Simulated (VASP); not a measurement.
# AlP (F-43m) in VASP: a series of runs

The runs below take AlP through single point, relaxation of cell and atoms, with PBE+D3(BJ).

All numbers are computed with VASP 6.6.1; they aren't measurements. Logs are shortened: lines on timing, memory, paths and dates and some standing lists are left out, and cuts for length are marked.

## (1) The cell of the first run

Symmetry: F-43m, No. 216, cubic system. Conventional cell: a = 5.452 Å, b = 5.452 Å, c = 5.452 Å, α = 90.00°, β = 90.00°, γ = 90.00°. Al (site symmetry -43m) has 4 P at 2.36 Å within 3.1 Å. Within 3.1 Å of P (site symmetry -43m) lie 4 Al at 2.36 Å.

## (2) Single point, PBE+D3(BJ)

Contents of INCAR:

```
ALGO = Normal
EDIFF = 1E-6
ENCUT = 500
GGA = PE
GGA_COMPAT = False
ISIF = 2
ISMEAR = 0
IVDW = 12
LASPH = True
LCHARG = True
LELF = True
LREAL = False
LVHAR = True
LWAVE = False
NBANDS = 11
NELM = 120
PREC = Accurate
SIGMA = 0.02
```

Contents of KPOINTS:

```
k-points
0
Gamma
  8 8 8
```

Contents of POSCAR:

```
AlP
1.0
    0.0000000000      2.7261562430      2.7261562430
    2.7261562430      0.0000000000      2.7261562430
    2.7261562430      2.7261562430      0.0000000000
Al P
1 1
Direct
    0.0000000000      0.0000000000      0.0000000000
    0.7500000000      0.7500000000      0.7500000000
```

Potentials or basis: VASP PAW PBE potentials, release 64 (Al, P).

Started as:

```sh
$ cat potpaw_PBE.64/Al/POTCAR potpaw_PBE.64/P/POTCAR > POTCAR
$ mpirun -np 1 vasp_std > vasp.out
```

OUTCAR:

```text
EDIFF = 1E-6
   ENCUT = 500
   GGA = PE
   ISIF = 2
   ISMEAR = 0
   IVDW = 12
   LASPH = True
   LREAL = False
   NELM = 120
   PREC = Accurate
 IVDW          = 12

 ion  position               nearest neighbor table
   1  0.000  0.000  0.000-   2 2.36   2 2.36   2 2.36   2 2.36
   2  0.750  0.750  0.750-   1 2.36   1 2.36   1 2.36   1 2.36

  LATTYP: Found a face centered cubic cell.
 ALAT       =     5.4523124860

  Lattice vectors:

 A1 = (   0.0000000000,   2.7261562430,   2.7261562430)
 A2 = (   2.7261562430,   0.0000000000,   2.7261562430)
 A3 = (   2.7261562430,   2.7261562430,   0.0000000000)

Analysis of symmetry for initial positions (statically):
=====================================================================
 Subroutine PRICEL returns:
 Original cell was already a primitive cell.

 Routine SETGRP: Setting up the symmetry group for a
 face centered cubic supercell.

 Subroutine GETGRP returns: Found 24 space group operations
 (whereof 24 operations were pure point group operations)
 out of a pool of 48 trial point group operations.

The static configuration has the point symmetry T_d .

Analysis of symmetry for dynamics (positions and initial velocities):
=====================================================================
 Subroutine PRICEL returns:
 Original cell was already a primitive cell.

 Routine SETGRP: Setting up the symmetry group for a
 face centered cubic supercell.

 Subroutine GETGRP returns: Found 24 space group operations
 (whereof 24 operations were pure point group operations)
 out of a pool of 48 trial point group operations.

The dynamic configuration has the point symmetry T_d .

 Subroutine INISYM returns: Found 24 space group operations
 (whereof 24 operations are pure point group operations),
 and found     1 'primitive' translations

----------------------------------------------------------------------------------------

                                     Primitive cell

  volume of cell :      40.5212

  direct lattice vectors                    reciprocal lattice vectors
     0.000000000  2.726156243  2.726156243    -0.183408417  0.183408417  0.183408417
     2.726156243  0.000000000  2.726156243     0.183408417 -0.183408417  0.183408417
     2.726156243  2.726156243  0.000000000     0.183408417  0.183408417 -0.183408417

  length of vectors
     3.855367132  3.855367132  3.855367132     0.317672696  0.317672696  0.317672696

  position of ions in fractional coordinates (direct lattice)
     0.000000000  0.000000000  0.000000000
     0.750000000  0.750000000  0.750000000

  ion indices of the primitive-cell ions
   primitive index   ion index
                 1           1
                 2           2

----------------------------------------------------------------------------------------

 KPOINTS: k-points

Automatic generation of k-mesh.
 Grid dimensions read from file:
 generate k-points for:    8    8    8

 Generating k-lattice:

  Cartesian coordinates                     Fractional coordinates (reciprocal lattice)
    -0.022926052  0.022926052  0.022926052     0.125000000  0.000000000  0.000000000
     0.022926052 -0.022926052  0.022926052     0.000000000  0.125000000  0.000000000
     0.022926052  0.022926052 -0.022926052     0.000000000  0.000000000  0.125000000

  Length of vectors
     0.039709087  0.039709087  0.039709087

  Shift w.r.t. Gamma in fractional coordinates (k-lattice)
     0.000000000  0.000000000  0.000000000

 Subroutine IBZKPT returns following result:
 ===========================================

 Found     29 irreducible k-points:

 Following reciprocal coordinates:
            Coordinates               Weight
  0.000000  0.000000  0.000000      1.000000
  0.125000  0.000000  0.000000      8.000000
  0.250000  0.000000  0.000000      8.000000
  0.375000  0.000000  0.000000      8.000000
  0.500000  0.000000  0.000000      4.000000
  0.125000  0.125000  0.000000      6.000000
[... 16 lines left out ...]
  0.500000  0.250000  0.125000     48.000000
 -0.375000  0.250000  0.125000     24.000000
 [... further k-points ...]
   k-points           NKPTS =     29   k-points in BZ     NKDIM =     29   number of bands    NBANDS=     11
   number of dos      NEDOS =    301   number of ions     NIONS =      2
   total plane-waves  NPLWV =  21952
   dimension x,y,z NGX =    28 NGY =   28 NGZ =   28
   dimension x,y,z NGXF=    56 NGYF=   56 NGZF=   56
   ions per type =               1   1
   NGX,Y,Z   is equivalent  to a cutoff of  12.07, 12.07, 12.07 a.u.
   NGXF,Y,Z  is equivalent  to a cutoff of  24.15, 24.15, 24.15 a.u.
 SYSTEM =  unknown system
   PREC   = accura    normal or accurate (medium, high low for compatibility)
   ISTART =      0    job   : 0-new  1-cont  2-samecut
   ICHARG =      2    charge: 1-file 2-atom 10-const
   ISPIN  =      1    spin polarized calculation?
   LNONCOLLINEAR =      F non collinear calculations
   LSORBIT =      F    spin-orbit coupling
   LASPH  =      T    aspherical Exc in radial PAW
   ENCUT  =  500.0 eV  36.75 Ry    6.06 a.u.   7.03  7.03  7.03*2*pi/ulx,y,z
   NELM   =    120;   NELMIN=  2; NELMDL= -5     # of ELM steps
   EDIFF  = 0.1E-05   stopping-criterion for ELM
   LREAL  =      F    real-space projection
   EDIFFG = 0.1E-04   stopping-criterion for IOM
   NSW    =      0    number of steps for IOM
   IBRION =     -1    ionic relax: 0-MD 1-quasi-New 2-CG
   NFREE  =      0    steps in history (QN), initial steepest desc. (CG)
   ISIF   =      2    stress and relaxation
   ISYM   =      2    0-nonsym 1-usesym 2-fastsym
   POTIM  = 0.5000    time-step for ionic-motion
   TEBEG  =    0.0;   TEEND  =   0.0 temperature during run
   PSTRESS=    0.0 pullay stress
   NELECT =       8.0000    total number of electrons
   NUPDOWN=      -1.0000    fix difference up-down
   EMIN   =  10.00;   EMAX   =-10.00  energy-range for DOS
   EFERMI =   0.00;   METHOD = LEGACY
   ISMEAR =     0;   SIGMA  =   0.02  broadening in eV -4-tet -1-fermi 0-gaus
   EFERMI_NEDOS =   21; number of points for ismear=-14 and -15
   IALGO  =     38    algorithm
   IMIX   =      4    mixing-type and parameters
     AMIX     =   0.40;   BMIX     =  1.00
     AMIX_MAG =   1.60;   BMIX_MAG =  1.00
  volume/ion in A,a.u.               =      20.26       136.73
  Fermi-wavevector in a.u.,A,eV,Ry     =   0.953259  1.801398 12.363642  0.908702
  Thomas-Fermi vector in A             =   2.081897
   LORBIT       =      0    0 simple, 1 ext, 2 COOP (PROOUT), +10 PAW based schemes
   GGA     = PE    functional components
   LHFCALC =     F    Hartree Fock is set to
   AEXX    =    0.0000 exact exchange contribution
   IVDW    =    12    specifies the selected vdW correction
   LEPSILON=     F    determine dielectric tensor
   LRPA    =     F    only Hartree local field effects (RPA)
 non-spin polarized calculation
 Gauss-broadening in eV      SIGMA  =   0.02
  energy-cutoff  :      500.00
  volume of cell :       40.52
 maximum number of plane-waves:      1056
   NGX = 13   NGY = 13   NGZ = 13

 number of electron       8.0000000 magnetization

 Free energy of the ion-electron system (eV)
  ---------------------------------------------------
  ext. energy  EPLUGINS =         0.00000000
  ---------------------------------------------------
  free energy    TOTEN  =       -10.36725156 eV

  energy without entropy =      -10.36725156  energy(sigma->0) =      -10.36725156

 E-fermi :   4.7840     XC(G=0):  -9.2253

 val. band max:        4.6192568893   @ k =   0.0000   0.0000   0.0000
 cond. band min:       6.1901653917   @ k =   0.5000   0.5000   0.0000
 fundamental gap:      1.5709085024
 Fermi energy:         4.7839896654

 k-point     1 :       0.0000    0.0000    0.0000
  band No.  band energies     occupation
      1      -6.9104      2.00000
      2       4.6193      2.00000
      3       4.6193      2.00000
      4       4.6193      2.00000
      5       7.9614      0.00000
      6       9.1868      0.00000
      7       9.1868      0.00000
      8       9.1868      0.00000
      9      13.4589      0.00000
     10      13.4589      0.00000
     11      14.9400      0.00000

 k-point     2 :       0.1250    0.0000    0.0000
  band No.  band energies     occupation
      1      -6.7372      2.00000
      2       3.3952      2.00000
      3       4.4704      2.00000
      4       4.4704      2.00000
      5       8.3585      0.00000
      6       9.4714      0.00000
      7       9.4714      0.00000
      8       9.7309      0.00000
      9      12.9693      0.00000
     10      12.9693      0.00000
     11      15.5713      0.00000

 k-point     3 :       0.2500    0.0000    0.0000
  band No.  band energies     occupation
      1      -6.2496      2.00000
      2       1.4386      2.00000
      3       4.1751      2.00000
      4       4.1751      2.00000
      5       7.9652      0.00000
      6       9.7763      0.00000
      7       9.7763      0.00000
      8      11.5839      0.00000
      9      12.9502      0.00000
     10      12.9502      0.00000
     11      15.0134      0.00000

 k-point     4 :       0.3750    0.0000    0.0000
  band No.  band energies     occupation
      1      -5.5935      2.00000
      2      -0.2108      2.00000
      3       3.9391      2.00000
      4       3.9391      2.00000
      5       7.5867      0.00000
      6       9.5840      0.00000
      7       9.5840      0.00000
      8      12.8083      0.00000
      9      14.3498      0.00000
     10      14.3498      0.00000
     11      15.2969      0.00000

 k-point     5 :       0.5000    0.0000    0.0000
  band No.  band energies     occupation
      1      -5.2211      2.00000
      2      -0.9268      2.00000
      3       3.8534      2.00000
      4       3.8534      2.00000
      5       7.4506      0.00000
      6       9.4401      0.00000
      7       9.4401      0.00000
      8      12.9058      0.00000
      9      16.1647      0.00000
     10      16.1647      0.00000
     11      16.5026      0.00000
[... 211 lines left out ...]
 k-point    21 :       0.5000    0.5000    0.0000
  band No.  band energies     occupation
      1      -4.5535      2.00000
      2      -0.7026      2.00000
      3       2.5081      2.00000
      4       2.5081      2.00000
      5       6.1902      0.00000
      6       7.0854      0.00000
      7      15.7286      0.00000
      8      15.7286      0.00000
      9      16.7245      0.00000
     10      16.7245      0.00000
     11      16.7326      0.00000

 k-point    22 :       0.3750    0.2500    0.1250
  band No.  band energies     occupation
      1      -5.8366      2.00000
      2       1.1162      2.00000
      3       2.7159      2.00000
      4       3.7025      2.00000
      5       8.4803      0.00000
      6       9.4703      0.00000
      7      10.0731      0.00000
      8      11.4497      0.00000
      9      12.9915      0.00000
     10      15.4419      0.00000
     11      17.5764      0.00000

 k-point    23 :       0.5000    0.2500    0.1250
  band No.  band energies     occupation
      1      -5.2354      2.00000
      2      -0.0015      2.00000
      3       2.1496      2.00000
      4       3.3173      2.00000
      5       8.5798      0.00000
      6       9.4285      0.00000
      7      10.6739      0.00000
      8      11.7459      0.00000
      9      14.1265      0.00000
     10      15.9963      0.00000
     11      17.4760      0.00000

 k-point    24 :      -0.3750    0.2500    0.1250
  band No.  band energies     occupation
      1      -4.9058      2.00000
      2      -0.5652      2.00000
      3       2.0155      2.00000
      4       3.1290      2.00000
      5       8.5758      0.00000
      6       9.1627      0.00000
      7      11.5273      0.00000
      8      12.3433      0.00000
      9      13.6437      0.00000
     10      16.1092      0.00000
     11      17.3914      0.00000

 [... further k-points ...]

------------------------ aborting loop because EDIFF is reached ----------------------------------------

 Edisp (eV)   -0.61898

 E8    (eV) :    -0.2562

  FORCE on cell =-STRESS in cart. coord.  units (eV):
  Direction    XX          YY          ZZ          XY          YZ          ZX
  --------------------------------------------------------------------------------------
  -------------------------------------------------------------------------------------
  Total      -0.02529    -0.02529    -0.02529     0.00000     0.00000    -0.00000
  in kB      -0.99993    -0.99993    -0.99993     0.00000     0.00000    -0.00000
  external pressure =       -1.00 kB  Pullay stress =        0.00 kB

 VOLUME and BASIS-vectors are now :
 -----------------------------------------------------------------------------
  energy-cutoff  :      500.00
  volume of cell :       40.52
      direct lattice vectors                 reciprocal lattice vectors
     0.000000000  2.726156243  2.726156243    -0.183408417  0.183408417  0.183408417
     2.726156243  0.000000000  2.726156243     0.183408417 -0.183408417  0.183408417
     2.726156243  2.726156243  0.000000000     0.183408417  0.183408417 -0.183408417

 POSITION                                       TOTAL-FORCE (eV/Angst)
 -----------------------------------------------------------------------------------
      0.00000      0.00000      0.00000         0.000000      0.000000      0.000000
      4.08923      4.08923      4.08923        -0.000000     -0.000000     -0.000000
 -----------------------------------------------------------------------------------
    total drift:                                0.000000      0.000000      0.000000

  FREE ENERGIE OF THE ION-ELECTRON SYSTEM (eV)
  ---------------------------------------------------
  free  energy   TOTEN  =       -10.9862292038 eV

  energy  without entropy=      -10.9862292038  energy(sigma->0) =      -10.98622920
```

Run time: 18 s. Hardware: 1 thread of Intel Xeon 8259CL, shared host; peak memory 0.16 GiB.

What came out:

* Free energy: -10.9862 eV
* Pressure: -0.1 GPa
* Band gap on the k mesh: 1.57 eV, indirect (least direct gap 3.34 eV)
* Dispersion energy per atom: -0.309 eV

## (3) Relaxation of cell and atoms, PBE+D3(BJ)

This run uses another cell than the first one, of 20.49 Å³/atom, 1.011 times its volume.

Contents of INCAR:

```
PREC     = Accurate       # precision mode
ENCUT    = 500            # plane-wave cutoff, eV
EDIFF    = 1E-7           # SCF threshold, eV
ISMEAR   = 0              # smearing method
SIGMA    = 0.02           # smearing width, eV
LREAL    = F              # projectors in reciprocal space
LASPH    = T              # aspherical terms in the spheres
NELM     = 120            # most SCF steps
ALGO     = Normal         # electronic algorithm
ISIF     = 3              # what is computed and relaxed
LWAVE    = F              # write WAVECAR
LCHARG   = F              # write CHGCAR
GGA      = PE             # functional
IVDW     = 12             # dispersion correction
IBRION   = 2              # ionic algorithm
NSW      = 70             # ionic steps
EDIFFG   = -0.02          # ionic threshold
GGA_COMPAT= F            
NELMIN   = 4
```

Contents of KPOINTS:

```
Automatic mesh
0
Gamma
  8 8 8
```

Contents of POSCAR:

```
AlP
1.0
    0.0000000000      2.7364840000      2.7364840000
    2.7364840000      0.0000000000      2.7364840000
    2.7364840000      2.7364840000      0.0000000000
Al P
1 1
Direct
    0.0000000000      0.0000000000      0.0000000000
    0.7500000000      0.7500000000      0.7500000000
```

Potentials or basis: VASP PAW PBE potentials, release 64 (Al, P).

Started as:

```sh
$ cat potpaw_PBE.64/Al/POTCAR potpaw_PBE.64/P/POTCAR > POTCAR
$ mpirun -np 1 vasp_std > vasp.out
```

OUTCAR:

```text
PREC = Accurate
   ENCUT = 500
   EDIFF = 1E-7
   ISMEAR = 0
   LREAL = F
   LASPH = T
   NELM = 120
   ISIF = 3
   GGA = PE
   IVDW = 12
   IBRION = 2
   NSW = 70
   EDIFFG = -0.02
   NELMIN = 4
 IVDW          = 12

 ion  position               nearest neighbor table
   1  0.000  0.000  0.000-   2 2.37   2 2.37   2 2.37   2 2.37
   2  0.750  0.750  0.750-   1 2.37   1 2.37   1 2.37   1 2.37

  LATTYP: Found a face centered cubic cell.
 ALAT       =     5.4729680000

  Lattice vectors:

 A1 = (   0.0000000000,   2.7364840000,   2.7364840000)
 A2 = (   2.7364840000,   0.0000000000,   2.7364840000)
 A3 = (   2.7364840000,   2.7364840000,   0.0000000000)

Analysis of symmetry for initial positions (statically):
=====================================================================
 Subroutine PRICEL returns:
 Original cell was already a primitive cell.

 Routine SETGRP: Setting up the symmetry group for a
[... 250 lines left out ...]

 Free energy of the ion-electron system (eV)
  ---------------------------------------------------
  ext. energy  EPLUGINS =         0.00000000
  ---------------------------------------------------
  free energy    TOTEN  =       -10.36649875 eV

  energy without entropy =      -10.36649875  energy(sigma->0) =      -10.36649875

 E-fermi :   4.7649     XC(G=0):  -9.2301

 val. band max:        4.6306072674   @ k =   0.0000   0.0000   0.0000
 cond. band min:       6.1991562198   @ k =   0.5000   0.5000   0.0000
 fundamental gap:      1.5685489524
 Fermi energy:         4.7649429916

 k-point     1 :       0.0000    0.0000    0.0000
  band No.  band energies     occupation
      1      -6.9062      2.00000
      2       4.6306      2.00000
      3       4.6306      2.00000
      4       4.6306      2.00000
      5       7.9835      0.00000
      6       9.1999      0.00000
      7       9.1999      0.00000
      8       9.1999      0.00000
[... 243 lines left out ...]
 k-point    24 :      -0.3750    0.2500    0.1250
  band No.  band energies     occupation
      1      -4.8979      2.00000
      2      -0.5585      2.00000
      3       2.0241      2.00000
      4       3.1385      2.00000
      5       8.5886      0.00000
      6       9.1761      0.00000
      7      11.5428      0.00000
      8      12.3591      0.00000

 [... further k-points ...]

------------------------ aborting loop because EDIFF is reached ----------------------------------------

 Edisp (eV)   -0.61981

 E8    (eV) :    -0.2566
[... 25 lines left out ...]
  FREE ENERGIE OF THE ION-ELECTRON SYSTEM (eV)
  ---------------------------------------------------
  free  energy   TOTEN  =       -10.9863111766 eV

  energy  without entropy=      -10.9863111766  energy(sigma->0) =      -10.98631118

 reached required accuracy - stopping structural energy minimisation
```

OSZICAR:

```text
N       E                     dE             d eps       ncg     rms          rms(c)
DAV:   1     0.126507818100E+02    0.12651E+02   -0.30538E+03   464   0.727E+02
DAV:   2    -0.101644697028E+02   -0.22815E+02   -0.21803E+02   656   0.909E+01
DAV:   3    -0.107182886433E+02   -0.55382E+00   -0.55382E+00   584   0.189E+01
[... 26 lines left out ...]
DAV:   4    -0.103665043463E+02    0.87340E-05   -0.10282E-05   560   0.236E-02    0.188E-02
DAV:   5    -0.103664992204E+02    0.51259E-05   -0.35470E-06   552   0.114E-02    0.765E-03
DAV:   6    -0.103664988226E+02    0.39785E-06   -0.15781E-07   416   0.311E-03    0.271E-03
DAV:   7    -0.103664987191E+02    0.10344E-06   -0.36281E-08   248   0.130E-03    0.833E-04
DAV:   8    -0.103664987475E+02   -0.28370E-07   -0.27122E-09   232   0.446E-04
   3 F= -.10986311E+02 E0= -.10986311E+02  d E =-.175571E-02
```

Wall time 33 s (1 thread of Intel Xeon 8259CL, shared host); peak memory 0.16 GiB.

Results:

```yaml
Free_energy: -10.9863 eV
Relaxed_volume: 20.24 Å³/atom
Relaxed_cell: a = 3.854 Å, b = 3.854 Å, c = 3.854 Å, α = 60.00°, β = 60.00°, γ = 60.00°
Space_group_after_relaxing_to_0.05_Å: F-43m (No. 216)
Energy_gained_by_relaxing: 0.9 meV/atom
Ionic_steps: 3
Pressure_after_relaxing: 0.0 GPa
Band_gap_on_the_k_mesh: 1.57 eV, indirect (least direct gap 3.35 eV)
Dispersion_energy_per_atom: -0.310 eV
```

Step by step:
```csv
step,energy change (eV),largest force (eV/Å),pressure (GPa),volume (Å³)
1,0.0000,0.0000,-1.08,40.98
2,-0.0011,0.0000,0.69,40.17
3,-0.0018,0.0000,0.01,40.47
```

Final structure:
```cif
data_structure
_symmetry_space_group_name_H-M 'P 1'
_symmetry_Int_Tables_number 1
_cell_length_a 3.8538
_cell_length_b 3.8538
_cell_length_c 3.8538
_cell_angle_alpha 60.000
_cell_angle_beta 60.000
_cell_angle_gamma 60.000
_cell_volume 40.47
loop_
_atom_site_label
_atom_site_type_symbol
_atom_site_fract_x
_atom_site_fract_y
_atom_site_fract_z
_atom_site_occupancy
Al1 Al 0.00000 0.00000 0.00000 1
P1 P 0.75000 0.75000 0.75000 1
```
